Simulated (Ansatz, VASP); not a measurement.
## TaGe3Pd2: VASP beside Ansatz

INCAR

```
SYSTEM = TaGe3Pd2
  PREC = Accurate
  ENCUT = 600
  EDIFF = 1E-7
  ISMEAR = 0
  SIGMA = 0.1
  LREAL = .False.
  LASPH = .True.
  NELM = 60
  ALGO = Fast
  ISIF = 3
  LWAVE = .False.
  LCHARG = .False.
  GGA = PE
  IBRION = 2
  NSW = 100
  EDIFFG = -0.01
```

File KPOINTS:

```
Automatic mesh
0
Gamma
  12 12 4
  0 0 0
```

Contents of POSCAR:

```
TaGe3Pd2
1.0
    4.4234660125      0.0000000000      0.0000000000
   -2.2117330062      3.8308339396      0.0000000000
    0.0000000000      0.0000000000      9.7468370607
Ta Ge Pd
1 3 2
Direct
    0.0000000000      0.0000000000      0.5000000000
    0.0000000000      0.0000000000      0.7506004728
    0.0000000000      0.0000000000      0.2493995272
    0.0000000000      0.0000000000      0.0000000000
    0.3333333333      0.6666666667      0.0000000000
    0.6666666667      0.3333333333      0.0000000000
```

Input for Ansatz:

```yaml
crystal:
  lattice:
    - [4.4234660125, 0.0, 0.0]
    - [-2.2117330062, 3.8308339396, 0.0]
    - [0.0, 0.0, 9.7468370607]
  atoms:
    - { symbol: Ta, position: [0.0, 0.0, 0.5] }
    - { symbol: Ge, position: [0.0, 0.0, 0.7506004728] }
    - { symbol: Ge, position: [0.0, 0.0, 0.2493995272] }
    - { symbol: Ge, position: [0.0, 0.0, 0.0] }
    - { symbol: Pd, position: [0.3333333333, 0.6666666667, 0.0] }
    - { symbol: Pd, position: [0.6666666667, 0.3333333333, 0.0] }
basis:
  ecutwfc: 420
kpoints:
  mp_grid: { grid: [12, 12, 4] }
hamiltonian:
  xc: pbe
scf:
  occupations: { method: gaussian, width: 0.1 }
output:
  forces: true
  stress: true
  eigenvalues: true
relax:
  adjacent_minimum: "off"
  f_tol: 0.01
  max_steps: 80
  cell: { stress_tol: 0.05 }
```

Alike in both runs: task relaxation of cell and atoms; functional PBE; k mesh 12 × 12 × 4; occupations gaussian, width 0.1 eV; no spin polarisation.

|  | VASP | Ansatz |
| --- | --- | --- |
| version | VASP 6.6.1 | Ansatz 0.2.0 |
| potentials or method | VASP PAW PBE potentials, release 64 (Ta_pv, Ge_d, Pd), cutoff 600 eV | scalar-relativistic, plane waves, PAW |
| valence electrons in the cell | 73 | 91 |

```csv
,VASP,Ansatz,Ansatz less VASP
"gap on the k mesh at the Fermi level, each at its own relaxed structure (eV)",none,none,-
relaxed volume (Å³/atom),27.53,27.52,-0.016
relaxed length of the cell vector where the two differ most in proportion (Å),9.753,9.748,-0.0051
```

A gap of «none» marks a metal or a gap that the smearing closes. VASP's potentials hold 73 valence electrons a cell and Ansatz's 91, so a difference there can come from the potentials and not from the codes.

Neither program's run includes spin-orbit coupling.
